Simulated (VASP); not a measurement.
NaCl:

```
Na Cl
1.0
     0.00000    2.74664    2.82977
     2.74664    0.00000    2.82977
     2.74664    2.74664    0.00000
Na Cl
1 1
Direct
  0.00000 0.00000 0.00000
  0.50000 0.50000 0.50000
```

This cell differs from its parent crystal: epitaxial xy strain -2.0%.

Base run:

- Program: VASP 6.6.1
- Functional: HSE06
- Potentials or basis: VASP PAW PBE potentials, release 64 (Na_pv, Cl)
- Cutoff: 520 eV
- k mesh: 6 × 6 × 6
- Occupations: gaussian, width 0.01 eV
- Spin: no spin polarisation

Its results: band gap on the k mesh 6.67 eV.

The run is repeated on the same cell with these changes: functional from HSE06 to r2SCAN; further incar settings from ALGO = Normal; EDIFF = 1e-06; NBANDS = 14 to ALGO = Normal; EDIFF = 1e-08. What comes out?

Band gap on the k mesh 6.12 eV.

